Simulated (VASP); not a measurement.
Here is a VASP 6.6.1 calculation.

The input INCAR:

```
ALGO     = Normal         # electronic algorithm
EDIFF    = 1E-6           # SCF threshold, eV
EDIFFG   = -0.01          # ionic threshold
ENCUT    = 600            # plane-wave cutoff, eV
GGA      = PS             # functional
IBRION   = 2              # ionic algorithm
ISIF     = 3              # what is computed and relaxed
ISMEAR   = -1             # smearing method
IVDW     = 12             # dispersion correction
LASPH    = True           # aspherical terms in the spheres
LCHARG   = False          # write CHGCAR
LREAL    = False          # projectors in reciprocal space
LWAVE    = False          # write WAVECAR
NELM     = 60             # most SCF steps
NSW      = 60             # ionic steps
PREC     = Accurate       # precision mode
SIGMA    = 0.05           # smearing width, eV
```

Contents of KPOINTS:

```
k-points
0
Gamma
  7 7 7
```

The input POSCAR:

```
BiTe
1.0
    0.0000000000      3.2350000000      3.2350000000
    3.2350000000      0.0000000000      3.2350000000
    3.2350000000      3.2350000000      0.0000000000
Bi Te
1 1
Direct
    0.0000000000      0.0000000000      0.0000000000
    0.5000000000      0.5000000000      0.5000000000
```

Potentials or basis: VASP PAW PBE potentials, release 64 (Bi_d, Te).

Launch:

```console
$ cat potpaw_PBE.64/Bi_d/POTCAR potpaw_PBE.64/Te/POTCAR > POTCAR
$ mpirun -np 1 vasp_std > vasp.out
```

**Question.** What does it give for the dispersion energy per atom?

**Answer.** -0.479 eV.

**Question.** Predict the relaxed cell.

**Answer.** a = 4.465 Å, b = 4.465 Å, c = 4.465 Å, α = 60.00°, β = 60.00°, γ = 60.00°.

**Question.** Estimate the space group after relaxing (to 0.05 Å).

**Answer.** Fm-3m (No. 225).

**Question.** What does it give for the relaxed volume?

**Answer.** 31.48 Å³/atom.

Step by step:
```tsv
step	energy change (eV)	largest force (eV/Å)	pressure (GPa)	volume (Å³)
1	0.0000	0.0000	-3.65	67.71
2	-0.0383	0.0000	2.63	60.44
3	-0.0580	0.0000	0.00	62.95
```

Caveat: the PAW data sets were made with another functional, which shifts forces and pressure a little; pairwise dispersion overbinds metals, which lowers pressure and volume.
